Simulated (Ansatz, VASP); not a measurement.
## K in VASP and in Ansatz

```xyz
1
Lattice="-2.0967 2.0967 2.0967 2.0967 -2.0967 2.0967 2.0967 2.0967 -2.0967" Properties=species:S:1:pos:R:3 pbc="T T T"
K     0.0000    0.0000    0.0000
```

Change from the starting cell: volume scaled by 0.5, LAPW.

Alike in both runs: task single point; functional PBE; k mesh 10 × 10 × 10; occupations fermi-dirac, width 0.1 eV; no spin polarisation.

|  | VASP | Ansatz |
| --- | --- | --- |
| version | VASP 6.6.1 | Ansatz 0.2.0 |
| potentials or method | VASP PAW PBE potentials, release 64 (K_sv), cutoff 520 eV | all-electron LAPW, scalar-relativistic |

```csv
,VASP,Ansatz,Ansatz less VASP
pressure (GPa),8.9,8.9,+0.01
```

Ansatz ran all-electron here, and VASP with PAW potentials.
